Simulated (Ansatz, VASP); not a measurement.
## ZnSe in VASP and in Ansatz

```xyz
4
Lattice="0.0000 -2.8338 -2.8338 0.0000 2.8338 -2.8338 5.6676 0.0000 0.0000" Properties=species:S:1:pos:R:3 pbc="T T T"
Zn    2.7213    0.0000   -2.8338
Zn    0.1125    0.0000    0.0000
Se    1.4169    1.4169   -1.4169
Se    4.2507   -1.4169   -1.4169
```

Change from the starting cell: mode 7 (198.7 1/cm) frozen in, largest displacement +0.113 Å.

Alike in both runs: task single point; functional PBE; k mesh 8 × 8 × 6; occupations gaussian, width 0.05 eV; no spin polarisation.

|  | VASP | Ansatz |
| --- | --- | --- |
| version | VASP 6.6.1 | Ansatz 0.2.0 |
| potentials or method | VASP PAW PBE potentials, release 64 (Zn, Se), cutoff 520 eV | scalar-relativistic, plane waves, PAW |
| valence electrons in the cell | 36 | 56 |

```tsv
	VASP	Ansatz	Ansatz less VASP
gap on the k mesh at the Fermi level (eV)	1.19	1.19	0.000
least direct gap on the mesh (eV)	1.19	1.19	0.000
pressure (GPa)	2.7	2.4	-0.24
traceless stress, the component that is largest in VASP (GPa)	-0.47	-0.47	+0.005
rms of the force components (eV/Å)	0.439	0.434	-0.0056
```

Atom by atom the forces differ by 0.006 eV/Å (rms over components). VASP's potentials hold 36 valence electrons a cell and Ansatz's 56, so a difference there can come from the potentials and not from the codes.
